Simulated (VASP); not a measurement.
Runs of VASP 6.6.1 on Pb. The structure is that of space group I4/mmm (No. 139), or close to it. The cells are those of the table. 

| cell | gap on the mesh (eV) | pressure (GPa) |
| --- | --- | --- |
| a = 3.356, b = 3.356, c = 3.493 Å, angles 58.6, 58.6, 62.7°, 1 atom | none | (a) |
| a = 3.496, b = 3.496, c = 3.633 Å, angles 58.7, 58.7, 62.6°, 1 atom | none | 0.9 |
| a = 3.635, b = 3.635, c = 3.772 Å, angles 58.7, 58.7, 62.5°, 1 atom | none | (b) |
| a = 3.703, b = 3.703, c = 3.772 Å, angles 59.4, 59.4, 61.2°, 1 atom | none | -3.9 |
| a = 3.429, b = 3.429, c = 3.213 Å, angles 62.1, 62.1, 55.9°, 1 atom | none | 11.8 |

Alike in all rows: task single point; level PBE; potentials or basis VASP PAW PBE potentials, release 64 (Pb_d); no spin polarisation; k mesh 16 × 16 × 16; cutoff (eV) 520; smearing gaussian 0.15 eV.

Task: Estimate the missing entries.

Result: (a) 7.9; (b) -3.0.

Caveats: spin-orbit coupling is left out, which moves the levels of the heavy elements; the cell stands under pressure (at least some runs); the cell stands under tension (at least some runs).

A k mesh can miss the band edges, and the runs leave out spin-orbit coupling on Pb.

A gap of «none» marks levels without a gap at the run's occupations.
